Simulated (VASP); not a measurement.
Input of a VASP 6.6.1 run:

INCAR

```
SYSTEM = LiW
ALGO = Normal
EDIFF = 1E-7
EDIFFG = -0.01
ENCUT = 600
GGA = PE
IBRION = 2
ISIF = 3
ISMEAR = -1
LASPH = .TRUE.
LCHARG = .FALSE.
LREAL = .FALSE.
LWAVE = .FALSE.
NELM = 60
NSW = 60
PREC = Accurate
SIGMA = 0.1
```

The input KPOINTS:

```
k-points
0
G
  14 14 14
  0 0 0
```

Contents of POSCAR:

```
LiW
1.0
    2.9855970016      0.0000000000      0.0000000000
    0.0000000000      2.9855970016      0.0000000000
    0.0000000000      0.0000000000      2.9855970016
W Li
1 1
Direct
    0.0000000000      0.0000000000      0.0000000000
    0.5000000000      0.5000000000      0.5000000000
```

Potentials or basis: VASP PAW PBE potentials, release 64 (W_sv, Li_sv).

Launch:

```console
$ cat potpaw_PBE.64/W_sv/POTCAR potpaw_PBE.64/Li_sv/POTCAR > POTCAR
$ mpirun -np 1 vasp_std > vasp.out
```

(1) Predict the band gap on the k mesh.

Answers

(1) zero (an odd number of electrons rules out a gap without spin polarisation).

Caveat: the relaxation stopped at its first step, so nothing moved; spin-orbit coupling is left out, which moves the levels of the heavy elements.
